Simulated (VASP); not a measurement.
Write the native input for VASP 6.6.1 that does the following.

```
Task                   : single point
Functional             : PBEsol
Potentials or basis    : VASP PAW PBE potentials, release 64 (B, N)
Cutoff                 : 520 eV
k mesh                 : 12 × 12 × 4
Occupations            : gaussian, width 0.05 eV
Spin                   : no spin polarisation
Dipole correction      : no
Further INCAR settings : ALGO = Normal; EDIFF = 1e-06; NBANDS = 16
```

The structure of BN lies in POSCAR:

```
BN
1.0
    2.4346984193      0.0000000000      0.0000000000
   -1.2173492096      2.1085106816      0.0000000000
    0.0000000000      0.0000000000      6.7903500000
B N
2 2
Direct
    0.0000000000      0.0000000000      0.5000000000
    0.3333333333      0.6666666667      0.0000000000
    0.0000000000      0.0000000000      0.0000000000
    0.6666666667      0.3333333333      0.5000000000
```

This cell differs from its parent crystal: strain -0.030 along x and y, +0.015 along z.

These files were run (other wordings do the same):

INCAR

```
SYSTEM = BN
PREC = Accurate ; ENCUT = 520
EDIFF = 1E-6 ; ISMEAR = 0
SIGMA = 0.05 ; LREAL = .False.
LASPH = .True. ; NELM = 60
ALGO = Normal ; ISIF = 2
LWAVE = .False. ; LCHARG = .False.
GGA = PS ; NBANDS = 16
```

KPOINTS

```
regular mesh
0
Gamma
  12 12 4
  0 0 0
```

Potentials or basis: VASP PAW PBE potentials, release 64 (B, N).

Launch:

```bash
$ cat potpaw_PBE.64/B/POTCAR potpaw_PBE.64/N/POTCAR > POTCAR
$ mpirun -np 1 vasp_std > vasp.out
```

Results of the run:

```
Pressure               : 22.9 GPa
Band gap on the k mesh : 4.44 eV, indirect (least direct gap 4.67 eV)
```

Caveat: the cell differs from its parent crystal (strain -0.030 along x and y, +0.015 along z); the PAW data sets were made with another functional, which shifts forces and pressure a little; this functional lacks dispersion, which binds the layers, so the pressure and a relaxed spacing across them are unreliable.

Wall time 22 s on 1 thread of Intel(R) Xeon(R) Platinum 8259CL CPU @ 2.50GHz (Skylake/Cascade Lake) (shared host), peak memory 0.15 GiB.
